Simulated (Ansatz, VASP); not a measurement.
**Two plane-wave programs on HfC**

```
Hf C
1.0
     0.00000    2.32575    2.32575
     2.32575    0.00000    2.32575
     2.32575    2.32575    0.00000
Hf C
1 1
Direct
  0.50000 0.50000 0.50000
  0.00000 0.00000 0.00000
```

Alike in both runs: functional PBE; k mesh 16 × 16 × 16; occupations gaussian, width 0.1 eV; no spin polarisation.

Ansatz relaxed the structure, and its values are those at the end. VASP's run is a single point on that final structure, the one shown.

|  | VASP | Ansatz |
| --- | --- | --- |
| version | VASP 6.6.1 | Ansatz 0.2.0 |
| potentials or method | VASP PAW PBE potentials, release 64 (Hf_pv, C), cutoff 520 eV | scalar-relativistic, plane waves, PAW |
| valence electrons in the cell | 14 | 30 |

```csv
,VASP,Ansatz,Ansatz less VASP
gap on the k mesh at the Fermi level (eV),none,none,-
pressure (GPa),-0.7,0.0,+0.65
```

A gap of «none» marks a metal or a gap that the smearing closes. VASP's potentials hold 14 valence electrons a cell and Ansatz's 30, so a difference there can come from the potentials and not from the codes.

Neither program's run includes spin-orbit coupling.
